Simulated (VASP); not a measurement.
# Ta (Im-3m) in VASP: a series of runs

Runs on Ta. Level: LDA. Tasks: single point.

All numbers are computed with VASP 6.6.1; they aren't measurements. Logs are shortened: lines on timing, memory, paths and dates and some standing lists are left out, and cuts for length are marked.

## Step 1: The cell of the first run

It takes space group Im-3m (No. 229, cubic). The conventional cell has a = 3.335 Å, b = 3.335 Å, c = 3.335 Å, α = 90.00°, β = 90.00°, γ = 90.00°. Within 3.8 Å of Ta (site symmetry m-3m) lie 14 Ta at 2.89 to 3.34 Å.

## Step 2: Single point, LDA

The input, INCAR:

```
SYSTEM = Ta
PREC = Accurate ; ENCUT = 520
EDIFF = 1E-6 ; ISMEAR = -1
SIGMA = 0.1 ; LREAL = .False.
LASPH = .True. ; NELM = 100
ALGO = Normal ; ISIF = 2
LWAVE = .False. ; LCHARG = .False.
NBANDS = 12
```

The input, KPOINTS:

```
regular mesh
0
Gamma
  10 10 10
  0 0 0
```

The input, POSCAR:

```
Ta
1.0
   -1.6676303703      1.6676303703      1.6676303703
    1.6676303703     -1.6676303703      1.6676303703
    1.6676303703      1.6676303703     -1.6676303703
Ta
1
Direct
    0.0000000000      0.0000000000      0.0000000000
```

Potentials or basis: VASP PAW LDA potentials, release 64 (Ta_pv).

Run with:

```console
cat potpaw_LDA.64/Ta_pv/POTCAR > POTCAR
mpirun -np 1 vasp_std > vasp.out
```

OUTCAR:

```text
SYSTEM = Ta
   PREC = Accurate
   ENCUT = 520
   EDIFF = 1E-6
   ISMEAR = -1
   LREAL = .False.
   LASPH = .True.
   NELM = 100
   ISIF = 2

 ion  position               nearest neighbor table
   1  0.000  0.000  0.000-

  LATTYP: Found a body centered cubic cell.
 ALAT       =     3.3352607406

  Lattice vectors:

 A1 = (  -1.6676303703,   1.6676303703,   1.6676303703)
 A2 = (   1.6676303703,  -1.6676303703,   1.6676303703)
 A3 = (   1.6676303703,   1.6676303703,  -1.6676303703)

Analysis of symmetry for initial positions (statically):
=====================================================================
 Subroutine PRICEL returns:
 Original cell was already a primitive cell.

 Routine SETGRP: Setting up the symmetry group for a
 body centered cubic supercell.

 Subroutine GETGRP returns: Found 48 space group operations
 (whereof 48 operations were pure point group operations)
 out of a pool of 48 trial point group operations.

The static configuration has the point symmetry O_h .

Analysis of symmetry for dynamics (positions and initial velocities):
=====================================================================
 Subroutine PRICEL returns:
 Original cell was already a primitive cell.

 Routine SETGRP: Setting up the symmetry group for a
 body centered cubic supercell.

 Subroutine GETGRP returns: Found 48 space group operations
 (whereof 48 operations were pure point group operations)
 out of a pool of 48 trial point group operations.

The dynamic configuration has the point symmetry O_h .

 Subroutine INISYM returns: Found 48 space group operations
 (whereof 48 operations are pure point group operations),
 and found     1 'primitive' translations

----------------------------------------------------------------------------------------

                                     Primitive cell

  volume of cell :      18.5507

  direct lattice vectors                    reciprocal lattice vectors
    -1.667630370  1.667630370  1.667630370     0.000000000  0.299826634  0.299826634
     1.667630370 -1.667630370  1.667630370     0.299826634  0.000000000  0.299826634
     1.667630370  1.667630370 -1.667630370     0.299826634  0.299826634  0.000000000

  length of vectors
     2.888420530  2.888420530  2.888420530     0.424018892  0.424018892  0.424018892

  position of ions in fractional coordinates (direct lattice)
     0.000000000  0.000000000  0.000000000

[... 81 lines left out ...]
   ISIF   =      2    stress and relaxation
   ISYM   =      2    0-nonsym 1-usesym 2-fastsym
   POTIM  = 0.5000    time-step for ionic-motion
   TEBEG  =    0.0;   TEEND  =   0.0 temperature during run
   PSTRESS=    0.0 pullay stress
   NELECT =      11.0000    total number of electrons
   NUPDOWN=      -1.0000    fix difference up-down
   EMIN   =  10.00;   EMAX   =-10.00  energy-range for DOS
   EFERMI =   0.00;   METHOD = LEGACY
   ISMEAR =    -1;   SIGMA  =   0.10  broadening in eV -4-tet -1-fermi 0-gaus
   EFERMI_NEDOS =   21; number of points for ismear=-14 and -15
   IALGO  =     38    algorithm
   IMIX   =      4    mixing-type and parameters
     AMIX     =   0.40;   BMIX     =  1.00
     AMIX_MAG =   1.60;   BMIX_MAG =  1.00
  volume/ion in A,a.u.               =      18.55       125.19
  Fermi-wavevector in a.u.,A,eV,Ry     =   1.375369  2.599071 25.737327  1.891640
  Thomas-Fermi vector in A             =   2.500711
   LORBIT       =      0    0 simple, 1 ext, 2 COOP (PROOUT), +10 PAW based schemes
   GGA     = CA    functional components
   LHFCALC =     F    Hartree Fock is set to
   AEXX    =    0.0000 exact exchange contribution
   IVDW    =     0    specifies the selected vdW correction
   LEPSILON=     F    determine dielectric tensor
   LRPA    =     F    only Hartree local field effects (RPA)
 non-spin polarized calculation
  energy-cutoff  :      520.00
  volume of cell :       18.55
 maximum number of plane-waves:       531
 NGX is ok and might be reduce to    24
   NGX = 11   NGY = 11   NGZ = 11

 number of electron      10.9999999 magnetization

 Free energy of the ion-electron system (eV)
  ---------------------------------------------------
  ext. energy  EPLUGINS =         0.00000000
  ---------------------------------------------------
  free energy    TOTEN  =       -12.78874169 eV

  energy without entropy =      -12.74266216  energy(sigma->0) =      -12.76570193

 E-fermi :   5.1659     XC(G=0): -12.6498

 val. band max:        5.1498574793   @ k =  -0.4000   0.4000   0.1000
 cond. band min:       5.2135744887   @ k =   0.1000   0.1000   0.0000
 fundamental gap:      0.0637170094
 Fermi energy:         5.1659281005

 k-point     1 :       0.0000    0.0000    0.0000
  band No.  band energies     occupation
      1     -27.8749      2.00000
      2     -27.8749      2.00000
      3     -27.8749      2.00000
      4      -2.5714      2.00000
      5       5.8165      0.00299
      6       5.8165      0.00299
      7       5.8165      0.00299
      8       8.9701      0.00000
      9       8.9701      0.00000
     10      18.7199      0.00000
     11      20.1007      0.00000
     12      20.1007      0.00000
[... 331 lines left out ...]
 k-point    24 :      -0.3000    0.3000    0.1000
  band No.  band energies     occupation
      1     -28.5891      2.00000
      2     -28.1471      2.00000
      3     -27.9610      2.00000
      4       0.6461      2.00000
      5       4.6804      1.98455
      6       4.8027      1.94845
      7       7.6076      0.00000
      8       9.1785      0.00000
      9       9.8654      0.00000
     10      18.6920      0.00000
     11      18.9794      0.00000
     12      21.4770      0.00000

 [... further k-points ...]

------------------------ aborting loop because EDIFF is reached ----------------------------------------

  FORCE on cell =-STRESS in cart. coord.  units (eV):
  Direction    XX          YY          ZZ          XY          YZ          ZX
  --------------------------------------------------------------------------------------
  -------------------------------------------------------------------------------------
  Total       -1.4333703     -1.4333703     -1.4333703      0.0000000     -0.0000000      0.0000000
  in kB     -123.7968496   -123.7968496   -123.7968496      0.0000000     -0.0000000      0.0000000
  external PRESSURE =    -123.7968496 kB  Pullay stress =       0.0000000 kB

 VOLUME and BASIS-vectors are now :
 -----------------------------------------------------------------------------
  energy-cutoff  :      520.00
  volume of cell :       18.55
      direct lattice vectors                 reciprocal lattice vectors
    -1.667630370  1.667630370  1.667630370     0.000000000  0.299826634  0.299826634
     1.667630370 -1.667630370  1.667630370     0.299826634  0.000000000  0.299826634
     1.667630370  1.667630370 -1.667630370     0.299826634  0.299826634  0.000000000

 POSITION                                       TOTAL-FORCE (eV/Angst)
 -----------------------------------------------------------------------------------
      0.00000      0.00000      0.00000        -0.000000     -0.000000     -0.000000
 -----------------------------------------------------------------------------------
    total drift:                                0.000000      0.000000     -0.000000

  FREE ENERGIE OF THE ION-ELECTRON SYSTEM (eV)
  ---------------------------------------------------
  free  energy   TOTEN  =       -12.7887416943 eV

  energy  without entropy=      -12.7426621642  energy(sigma->0) =      -12.76570193
```

stdout:

```text
POSCAR found type information on POSCAR Ta
 POSCAR found :  1 types and       1 ions
 scaLAPACK will be used
 LDA part: xc-table for (Slater(with rela. corr.)+CA(PZ))
 , standard interpolation
 POSCAR, INCAR and KPOINTS ok, starting setup
 FFT: planning ... GRIDC
 FFT: planning ... GRID_SOFT
 FFT: planning ... GRID
 WAVECAR not read
 entering main loop
```

Wall time 4.4 s (1 thread of Intel Xeon 6975P-C, shared host); peak memory 0.13 GiB.

What came out:

| Quantity | Value |
| --- | --- |
| Free energy | -12.7887 eV |
| Pressure | -12.4 GPa |

Levels at points of the mesh, in eV from the Fermi level:
```csv
k point,band 3,band 4,band 5,band 6,band 7,band 8
"(0.00, 0.00, 0.00)",-33.04,-7.74,0.65,0.65,0.65,3.80
"(0.50, 0.00, 0.00)",-33.05,-4.25,-1.52,1.60,3.67,4.64
"(0.50, 0.50, 0.50)",-33.80,-3.66,-3.66,6.52,6.52,6.52
```

Caveat: spin-orbit coupling is left out, which moves the levels of the heavy elements.

## Step 3: Single point, LDA

This run uses another cell than the first one, of 19.09 Å³/atom, 1.029 times its volume.

The input, INCAR:

```
  PREC = Accurate
  ENCUT = 520
  EDIFF = 1E-7
  ISMEAR = -1
  SIGMA = 0.1
  LREAL = False
  LASPH = True
  NELM = 100
  ALGO = Normal
  ISIF = 2
  LWAVE = False
  LCHARG = False
  GGA = CA
  NBANDS = 12
```

The input, KPOINTS:

```
regular mesh
0
Gamma
  10 10 10
```

The input, POSCAR:

```
Ta
1.0
   -1.6836662614      1.6836662614      1.6836662614
    1.6836662614     -1.6836662614      1.6836662614
    1.6836662614      1.6836662614     -1.6836662614
Ta
1
Direct
    0.0000000000      0.0000000000      0.0000000000
```

Potentials or basis: VASP PAW LDA potentials, release 64 (Ta_pv).

Run with:

```console
cat potpaw_LDA.64/Ta_pv/POTCAR > POTCAR
mpirun -np 1 vasp_std > vasp.out
```

OUTCAR:

```text
PREC = Accurate
   ENCUT = 520
   EDIFF = 1E-7
   ISMEAR = -1
   LREAL = False
   LASPH = True
   NELM = 100
   ISIF = 2
   GGA = CA

 ion  position               nearest neighbor table
   1  0.000  0.000  0.000-

  LATTYP: Found a body centered cubic cell.
 ALAT       =     3.3673325228

  Lattice vectors:

 A1 = (  -1.6836662614,   1.6836662614,   1.6836662614)
 A2 = (   1.6836662614,  -1.6836662614,   1.6836662614)
 A3 = (   1.6836662614,   1.6836662614,  -1.6836662614)

Analysis of symmetry for initial positions (statically):
=====================================================================
 Subroutine PRICEL returns:
 Original cell was already a primitive cell.

 Routine SETGRP: Setting up the symmetry group for a
 body centered cubic supercell.

 Subroutine GETGRP returns: Found 48 space group operations
 (whereof 48 operations were pure point group operations)
 out of a pool of 48 trial point group operations.

The static configuration has the point symmetry O_h .

Analysis of symmetry for dynamics (positions and initial velocities):
=====================================================================
 Subroutine PRICEL returns:
 Original cell was already a primitive cell.

 Routine SETGRP: Setting up the symmetry group for a
 body centered cubic supercell.

 Subroutine GETGRP returns: Found 48 space group operations
 (whereof 48 operations were pure point group operations)
 out of a pool of 48 trial point group operations.

The dynamic configuration has the point symmetry O_h .

 Subroutine INISYM returns: Found 48 space group operations
 (whereof 48 operations are pure point group operations),
 and found     1 'primitive' translations

----------------------------------------------------------------------------------------

                                     Primitive cell
[... 113 lines left out ...]
   LORBIT       =      0    0 simple, 1 ext, 2 COOP (PROOUT), +10 PAW based schemes
   GGA     = CA    functional components
   LHFCALC =     F    Hartree Fock is set to
   AEXX    =    0.0000 exact exchange contribution
   IVDW    =     0    specifies the selected vdW correction
   LEPSILON=     F    determine dielectric tensor
   LRPA    =     F    only Hartree local field effects (RPA)
 non-spin polarized calculation
  energy-cutoff  :      520.00
  volume of cell :       19.09
 maximum number of plane-waves:       531
 NGX is ok and might be reduce to    24
   NGX = 11   NGY = 11   NGZ = 11

 number of electron      10.9999998 magnetization

 Free energy of the ion-electron system (eV)
  ---------------------------------------------------
  ext. energy  EPLUGINS =         0.00000000
  ---------------------------------------------------
  free energy    TOTEN  =       -12.73900261 eV

  energy without entropy =      -12.69369850  energy(sigma->0) =      -12.71635056

 E-fermi :   4.9378     XC(G=0): -12.5059

 val. band max:        4.8941630969   @ k =  -0.4000   0.4000   0.1000
 cond. band min:       4.9617448566   @ k =   0.4000   0.2000   0.0000
 fundamental gap:      0.0675817597
 Fermi energy:         4.9378343983

 k-point     1 :       0.0000    0.0000    0.0000
  band No.  band energies     occupation
      1     -28.2157      2.00000
      2     -28.2157      2.00000
      3     -28.2157      2.00000
      4      -2.6907      2.00000
      5       5.5835      0.00314
      6       5.5835      0.00314
      7       5.5835      0.00314
      8       8.6364      0.00000
      9       8.6364      0.00000
     10      18.3916      0.00000
     11      19.7384      0.00000
     12      19.7384      0.00000
[... 331 lines left out ...]
 k-point    24 :      -0.3000    0.3000    0.1000
  band No.  band energies     occupation
      1     -28.8636      2.00000
      2     -28.4641      2.00000
      3     -28.2935      2.00000
      4       0.4626      2.00000
      5       4.4907      1.97739
      6       4.5949      1.93724
      7       7.3189      0.00000
      8       8.8211      0.00000
      9       9.4775      0.00000
     10      18.3292      0.00000
     11      18.5047      0.00000
     12      20.8603      0.00000

 [... further k-points ...]

------------------------ aborting loop because EDIFF is reached ----------------------------------------

  FORCE on cell =-STRESS in cart. coord.  units (eV):
  Direction    XX          YY          ZZ          XY          YZ          ZX
  --------------------------------------------------------------------------------------
  -------------------------------------------------------------------------------------
  Total       -2.0341991     -2.0341991     -2.0341991      0.0000000     -0.0000000      0.0000000
  in kB     -170.7167029   -170.7167029   -170.7167029      0.0000000     -0.0000000      0.0000000
  external PRESSURE =    -170.7167029 kB  Pullay stress =       0.0000000 kB

 VOLUME and BASIS-vectors are now :
 -----------------------------------------------------------------------------
  energy-cutoff  :      520.00
  volume of cell :       19.09
      direct lattice vectors                 reciprocal lattice vectors
    -1.683666261  1.683666261  1.683666261     0.000000000  0.296970968  0.296970968
     1.683666261 -1.683666261  1.683666261     0.296970968  0.000000000  0.296970968
     1.683666261  1.683666261 -1.683666261     0.296970968  0.296970968  0.000000000

 POSITION                                       TOTAL-FORCE (eV/Angst)
 -----------------------------------------------------------------------------------
      0.00000      0.00000      0.00000         0.000000      0.000000      0.000000
 -----------------------------------------------------------------------------------
    total drift:                                0.000000      0.000000      0.000000

  FREE ENERGIE OF THE ION-ELECTRON SYSTEM (eV)
  ---------------------------------------------------
  free  energy   TOTEN  =       -12.7390026125 eV

  energy  without entropy=      -12.6936984989  energy(sigma->0) =      -12.71635056
```

OSZICAR:

```text
N       E                     dE             d eps       ncg     rms          rms(c)
DAV:   1     0.594259018946E+02    0.59426E+02   -0.59807E+03  1128   0.854E+02
DAV:   2    -0.122795021654E+02   -0.71705E+02   -0.70109E+02  1260   0.240E+02
DAV:   3    -0.132914809128E+02   -0.10120E+01   -0.10060E+01  1320   0.271E+01
DAV:   4    -0.132944627101E+02   -0.29818E-02   -0.29816E-02  1268   0.162E+00
DAV:   5    -0.132944744371E+02   -0.11727E-04   -0.11727E-04  1308   0.962E-02    0.121E+01
DAV:   6    -0.128638619924E+02    0.43061E+00   -0.35473E-01  1300   0.601E+00    0.553E+00
DAV:   7    -0.127412503304E+02    0.12261E+00   -0.27778E-01  1288   0.488E+00    0.345E-01
DAV:   8    -0.127390978941E+02    0.21524E-02   -0.60386E-03  1212   0.730E-01    0.145E-01
DAV:   9    -0.127390035412E+02    0.94353E-04   -0.14150E-04  1312   0.107E-01    0.247E-02
DAV:  10    -0.127390026303E+02    0.91093E-06   -0.50597E-06  1240   0.227E-02    0.979E-04
DAV:  11    -0.127390026125E+02    0.17757E-07   -0.91541E-08   868   0.358E-03
   1 F= -.12739003E+02 E0= -.12716351E+02  d E =-.453041E-01
```

stdout:

```text
POSCAR found type information on POSCAR Ta
 POSCAR found :  1 types and       1 ions
 scaLAPACK will be used
 LDA part: xc-table for (Slater(with rela. corr.)+CA(PZ))
 , standard interpolation
 POSCAR, INCAR and KPOINTS ok, starting setup
 FFT: planning ... GRIDC
 FFT: planning ... GRID_SOFT
 FFT: planning ... GRID
 WAVECAR not read
 entering main loop
```

Wall time 3.9 s (1 thread of Intel Xeon 6975P-C, shared host); peak memory 0.13 GiB.

Results:

| Item | Value |
| --- | --- |
| Free energy | -12.7390 eV |
| Pressure | -17.1 GPa |

Caveat: spin-orbit coupling is left out, which moves the levels of the heavy elements.
